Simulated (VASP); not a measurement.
# MnF (C2/c) in VASP: single point with PBE

Aim: the single point of MnF with PBE.

Everything below comes from runs of VASP 6.6.1. Logs are shortened: lines on timing, memory, paths and dates and some standing lists are left out, and cuts for length are marked.

**1. The cell of the first run**

Symmetry: C2/c, No. 15, monoclinic system. Conventional cell: a = 4.903 Å, b = 4.893 Å, c = 5.212 Å, α = 90.00°, β = 90.34°, γ = 90.00°. Within 2.9 Å of Mn (site symmetry -1) lie 4 F at 2.17 Å. Within 2.9 Å of F (site symmetry 2) lie 4 Mn at 2.17 Å and 2 F at 2.61 Å.

**2. Single point, PBE, collinear spin, ferromagnetic start**

Input file INCAR:

```
SYSTEM = MnF
PREC = Accurate
ENCUT = 520
EDIFF = 1E-7
ISMEAR = 0
SIGMA = 0.1
LREAL = .False.
LASPH = .True.
NELM = 150
ALGO = Normal
ISIF = 2
LWAVE = .False.
LCHARG = .True.
ISPIN = 2
MAGMOM = 3.93 3.93 0.12 0.12
LORBIT = 11
LMAXMIX = 4
GGA = PE
LELF = .True.
LVHAR = .True.
NBANDS = 32
```

Input file KPOINTS:

```
Automatic mesh
0
Gamma
  6 6 4
  0 0 0
```

Input file POSCAR:

```
MnF
1.0
    2.4434870928     -2.4465067521      0.1997101536
    2.4434870928      2.4465067521      0.1997101536
   -0.4555925183      0.0000000000      5.1920727081
Mn F
2 2
Direct
    0.0000000000      0.5000000000      0.0000000000
    0.5000000000      0.0000000000      0.5000000000
    0.5012545447      0.4987454553      0.2500000000
    0.4987454553      0.5012545447      0.7500000000
```

Potentials or basis: VASP PAW PBE potentials, release 64 (Mn_pv, F).

On the command line:

```
cat potpaw_PBE.64/Mn_pv/POTCAR potpaw_PBE.64/F/POTCAR > POTCAR
mpirun -np 1 vasp_std > vasp.out
```

OUTCAR:

```text
SYSTEM = MnF
   PREC = Accurate
   ENCUT = 520
   EDIFF = 1E-7
   ISMEAR = 0
   LREAL = .False.
   LASPH = .True.
   NELM = 150
   ISIF = 2
   ISPIN = 2
   LORBIT = 11
   GGA = PE

 ion  position               nearest neighbor table
   1  0.000  0.500  0.000-   3 2.17   4 2.17   4 2.17   3 2.17
   2  0.500  0.000  0.500-   4 2.17   3 2.17   4 2.17   3 2.17
   3  0.501  0.499  0.250-   2 2.17   1 2.17   2 2.17   1 2.17
   4  0.499  0.501  0.750-   1 2.17   2 2.17   2 2.17   1 2.17

  LATTYP: Found a base centered monoclinic cell.
 ALAT       =     4.9032696512
 B/A-ratio  =     0.9979083045
 C/A-ratio  =     1.0629688659
 COS(beta)  =    -0.0059731521

  Lattice vectors:

 A1 = (   2.4434870928,  -2.4465067521,   0.1997101536)
 A2 = (   2.4434870928,   2.4465067521,   0.1997101536)
 A3 = (  -0.4555925183,   0.0000000000,   5.1920727081)

Analysis of symmetry for initial positions (statically):
=====================================================================
 Subroutine PRICEL returns:
 Original cell was already a primitive cell.

 Routine SETGRP: Setting up the symmetry group for a
 base centered monoclinic supercell.

 Subroutine GETGRP returns: Found  4 space group operations
 (whereof  2 operations were pure point group operations)
 out of a pool of  4 trial point group operations.

The static configuration has the point symmetry S_2 .
 The point group associated with its full space group is C_2h.

Analysis of symmetry for dynamics (positions and initial velocities):
=====================================================================
 Subroutine PRICEL returns:
 Original cell was already a primitive cell.

 Routine SETGRP: Setting up the symmetry group for a
 base centered monoclinic supercell.

 Subroutine GETGRP returns: Found  4 space group operations
 (whereof  2 operations were pure point group operations)
 out of a pool of  4 trial point group operations.

The dynamic configuration has the point symmetry S_2 .
 The point group associated with its full space group is C_2h.

Analysis of structural, dynamic, and magnetic symmetry:
=====================================================================
 Subroutine PRICEL returns:
 Original cell was already a primitive cell.

 Routine SETGRP: Setting up the symmetry group for a
 base centered monoclinic supercell.

 Subroutine GETGRP returns: Found  4 space group operations
 (whereof  2 operations were pure point group operations)
 out of a pool of  4 trial point group operations.

The overall configuration has the point symmetry S_2 .
 The point group associated with its full space group is C_2h.

 Subroutine INISYM returns: Found  4 space group operations
 (whereof  2 operations are pure point group operations),
 and found     1 'primitive' translations

----------------------------------------------------------------------------------------

                                     Primitive cell

  volume of cell :      62.5217

  direct lattice vectors                    reciprocal lattice vectors
     2.443487093 -2.446506752  0.199710154     0.203168518 -0.204373031  0.017827573
     2.443487093  2.446506752  0.199710154     0.203168518  0.204373031  0.017827573
    -0.455592518  0.000000000  5.192072708    -0.015629525  0.000000000  0.191229854

  length of vectors
     3.463511023  3.463511023  5.212022980     0.288727562  0.288727562  0.191867504

  position of ions in fractional coordinates (direct lattice)
     0.000000000  0.500000000  0.000000000
     0.500000000  0.000000000  0.500000000
     0.501254545  0.498745455  0.250000000
     0.498745455  0.501254545  0.750000000

  ion indices of the primitive-cell ions
   primitive index   ion index
                 1           1
                 2           2
                 3           3
                 4           4

----------------------------------------------------------------------------------------

 KPOINTS: Automatic mesh

Automatic generation of k-mesh.
 Grid dimensions read from file:
 generate k-points for:    6    6    4

 Generating k-lattice:

  Cartesian coordinates                     Fractional coordinates (reciprocal lattice)
     0.033861420 -0.034062172  0.002971262     0.166666667  0.000000000  0.000000000
     0.033861420  0.034062172  0.002971262     0.000000000  0.166666667  0.000000000
    -0.003907381  0.000000000  0.047807463     0.000000000  0.000000000  0.250000000

  Length of vectors
     0.048121260  0.048121260  0.047966876

  Shift w.r.t. Gamma in fractional coordinates (k-lattice)
     0.000000000  0.000000000  0.000000000

 Subroutine IBZKPT returns following result:
 ===========================================

 Found     47 irreducible k-points:

 Following reciprocal coordinates:
            Coordinates               Weight
  0.000000  0.000000  0.000000      1.000000
  0.166667 -0.000000  0.000000      4.000000
  0.333333 -0.000000  0.000000      4.000000
  0.500000 -0.000000  0.000000      2.000000
  0.166667  0.166667  0.000000      2.000000
  0.333333  0.166667  0.000000      4.000000
[... 16 lines left out ...]
 -0.333333  0.166667  0.250000      4.000000
 -0.166667  0.166667  0.250000      4.000000
 [... further k-points ...]
   k-points           NKPTS =     47   k-points in BZ     NKDIM =     47   number of bands    NBANDS=     32
   number of dos      NEDOS =    301   number of ions     NIONS =      4
   total plane-waves  NPLWV =  31360
   dimension x,y,z NGX =    28 NGY =   28 NGZ =   40
   dimension x,y,z NGXF=    56 NGYF=   56 NGZF=   80
   ions per type =               2   2
   NGX,Y,Z   is equivalent  to a cutoff of  13.44, 13.44, 12.76 a.u.
   NGXF,Y,Z  is equivalent  to a cutoff of  26.88, 26.88, 25.52 a.u.
 SYSTEM =  MnF
   PREC   = accura    normal or accurate (medium, high low for compatibility)
   ISTART =      0    job   : 0-new  1-cont  2-samecut
   ICHARG =      2    charge: 1-file 2-atom 10-const
   ISPIN  =      2    spin polarized calculation?
   LNONCOLLINEAR =      F non collinear calculations
   LSORBIT =      F    spin-orbit coupling
   LASPH  =      T    aspherical Exc in radial PAW
   ENCUT  =  520.0 eV  38.22 Ry    6.18 a.u.   6.44  6.44  9.69*2*pi/ulx,y,z
   NELM   =    150;   NELMIN=  2; NELMDL= -5     # of ELM steps
   EDIFF  = 0.1E-06   stopping-criterion for ELM
   LREAL  =      F    real-space projection
   EDIFFG = 0.1E-05   stopping-criterion for IOM
   NSW    =      0    number of steps for IOM
   IBRION =     -1    ionic relax: 0-MD 1-quasi-New 2-CG
   NFREE  =      0    steps in history (QN), initial steepest desc. (CG)
   ISIF   =      2    stress and relaxation
   ISYM   =      2    0-nonsym 1-usesym 2-fastsym
   POTIM  = 0.5000    time-step for ionic-motion
   TEBEG  =    0.0;   TEEND  =   0.0 temperature during run
   PSTRESS=    0.0 pullay stress
   NELECT =      40.0000    total number of electrons
   NUPDOWN=      -1.0000    fix difference up-down
   EMIN   =  10.00;   EMAX   =-10.00  energy-range for DOS
   EFERMI =   0.00;   METHOD = LEGACY
   ISMEAR =     0;   SIGMA  =   0.10  broadening in eV -4-tet -1-fermi 0-gaus
   EFERMI_NEDOS =   21; number of points for ismear=-14 and -15
   IALGO  =     38    algorithm
   IMIX   =      4    mixing-type and parameters
     AMIX     =   0.40;   BMIX     =  1.00
     AMIX_MAG =   1.60;   BMIX_MAG =  1.00
  volume/ion in A,a.u.               =      15.63       105.48
  Fermi-wavevector in a.u.,A,eV,Ry     =   1.410646  2.665734 27.074517  1.989921
  Thomas-Fermi vector in A             =   2.532578
   LORBIT       =     11    0 simple, 1 ext, 2 COOP (PROOUT), +10 PAW based schemes
   GGA     = PE    functional components
   LHFCALC =     F    Hartree Fock is set to
   AEXX    =    0.0000 exact exchange contribution
   IVDW    =     0    specifies the selected vdW correction
   LEPSILON=     F    determine dielectric tensor
   LRPA    =     F    only Hartree local field effects (RPA)
 spin polarized calculation
 Gauss-broadening in eV      SIGMA  =   0.10
  energy-cutoff  :      520.00
  volume of cell :       62.52
 maximum number of plane-waves:      1719
 NGX is ok and might be reduce to    28
   NGX = 13   NGY = 13   NGZ = 19

 number of electron      39.9999985 magnetization       8.6733924

 Free energy of the ion-electron system (eV)
  ---------------------------------------------------
  ext. energy  EPLUGINS =         0.00000000
  ---------------------------------------------------
  free energy    TOTEN  =       -25.99345633 eV

  energy without entropy =      -25.98511604  energy(sigma->0) =      -25.98928619

 E-fermi :   4.6721     XC(G=0):  -9.8730

 val. band max:        4.6660941558   @ k =   0.3333  -0.0000   0.2500
 cond. band min:       4.6796157815   @ k =  -0.3333  -0.0000   0.2500
 fundamental gap:      0.0135216257
 Fermi energy:         4.6721348093

 spin component 1

 k-point     1 :       0.0000    0.0000    0.0000
  band No.  band energies     occupation
      1     -45.9985      1.00000
      2     -45.9985      1.00000
      3     -45.9548      1.00000
      4     -45.9392      1.00000
      5     -45.7517      1.00000
      6     -45.7517      1.00000
[... 24 lines left out ...]
     31      15.3344      0.00000
     32      15.4028      0.00000

 k-point     2 :       0.1667   -0.0000    0.0000
  band No.  band energies     occupation
      1     -46.0018      1.00000
      2     -45.9983      1.00000
      3     -45.9534      1.00000
      4     -45.9399      1.00000
      5     -45.7538      1.00000
      6     -45.7515      1.00000
[... 24 lines left out ...]
     31      14.9187      0.00000
     32      15.1871      0.00000
[... 733 lines left out ...]
     31      14.6656      0.00000
     32      15.4159      0.00000

 k-point    24 :      -0.1667    0.1667    0.2500
  band No.  band energies     occupation
      1     -46.0028      1.00000
      2     -46.0007      1.00000
      3     -45.9503      1.00000
      4     -45.9421      1.00000
      5     -45.7541      1.00000
      6     -45.7531      1.00000
[... 24 lines left out ...]
     31      14.3827      0.00000
     32      15.9929      0.00000

 [... further k-points ...]

 spin component 2

 k-point     1 :       0.0000    0.0000    0.0000
  band No.  band energies     occupation
      1     -41.4536      1.00000
      2     -41.4535      1.00000
      3     -41.3796      1.00000
      4     -41.3694      1.00000
      5     -41.3694      1.00000
      6     -41.3571      1.00000
[... 24 lines left out ...]
     31      16.5444      0.00000
     32      16.5721      0.00000

 k-point     2 :       0.1667   -0.0000    0.0000
  band No.  band energies     occupation
      1     -41.4564      1.00000
      2     -41.4533      1.00000
      3     -41.3775      1.00000
      4     -41.3743      1.00000
      5     -41.3692      1.00000
      6     -41.3580      1.00000
[... 24 lines left out ...]
     31      16.1139      0.00000
     32      16.1547      0.00000
[... 733 lines left out ...]
     31      15.4772      0.00000
     32      16.6214      0.00000

 k-point    24 :      -0.1667    0.1667    0.2500
  band No.  band energies     occupation
      1     -41.4568      1.00000
      2     -41.4555      1.00000
      3     -41.3766      1.00000
      4     -41.3759      1.00000
      5     -41.3696      1.00000
      6     -41.3605      1.00000
[... 24 lines left out ...]
     31      15.2284      0.00000
     32      17.3632      0.00000

 [... further k-points ...]
[... 5 lines left out ...]
  --------------------------------------------------------------------------------------
  -------------------------------------------------------------------------------------
  Total       -0.0184798      0.0177840      0.0188687      0.0000000      0.0000000      0.0123204
  in kB       -0.4735618      0.4557323      0.4835281      0.0000000      0.0000000      0.3157214
  external PRESSURE =       0.1552329 kB  Pullay stress =       0.0000000 kB

 VOLUME and BASIS-vectors are now :
 -----------------------------------------------------------------------------
  energy-cutoff  :      520.00
  volume of cell :       62.52
      direct lattice vectors                 reciprocal lattice vectors
     2.443487093 -2.446506752  0.199710154     0.203168518 -0.204373031  0.017827573
     2.443487093  2.446506752  0.199710154     0.203168518  0.204373031  0.017827573
    -0.455592518  0.000000000  5.192072708    -0.015629525  0.000000000  0.191229854

 POSITION                                       TOTAL-FORCE (eV/Angst)
 -----------------------------------------------------------------------------------
      1.22174      1.22325      0.09986         0.000000      0.000000      0.000000
      0.99395     -1.22325      2.69589         0.000000      0.000000      0.000000
      2.32959     -0.00614      1.49773        -0.000000     -0.000406     -0.000000
      2.10179      0.00614      4.09376         0.000000      0.000406     -0.000000
 -----------------------------------------------------------------------------------
    total drift:                                0.000000      0.000000      0.000000

  FREE ENERGIE OF THE ION-ELECTRON SYSTEM (eV)
  ---------------------------------------------------
  free  energy   TOTEN  =       -25.9934563315 eV

  energy  without entropy=      -25.9851160397  energy(sigma->0) =      -25.98928619

 total charge

# of ion       s       p       d       tot
------------------------------------------
    1        0.202   6.100   4.998  11.300
    2        0.202   6.100   4.998  11.300
    3        1.748   4.342   0.000   6.090
    4        1.748   4.342   0.000   6.090
--------------------------------------------------
tot          3.898  20.884   9.996  34.779

 magnetization (x)

# of ion       s       p       d       tot
------------------------------------------
    1        0.017  -0.001   4.175   4.190
    2        0.017  -0.001   4.175   4.190
    3        0.012   0.052   0.000   0.064
    4        0.012   0.052   0.000   0.064
--------------------------------------------------
tot          0.058   0.101   8.349   8.508
```

Wall time 3 min (1 thread of AMD EPYC 7R13 (Zen 3), shared host); peak memory 0.25 GiB.

What came out:

```
Free energy                                           : -25.9935 eV
Pressure                                              : 0.0 GPa
Net moment                                            : 8.67 μB per cell
Site moments                                          : Mn +4.19; F +0.06 μB
Valence electrons inside the program's atomic spheres : Mn 11.30; F 6.09
```

Caveat: semilocal functionals often make such compounds metallic where correlation or magnetic order opens a gap, which also shifts bond lengths; the run started ferromagnetic, and an antiferromagnetic order may lie lower in energy.
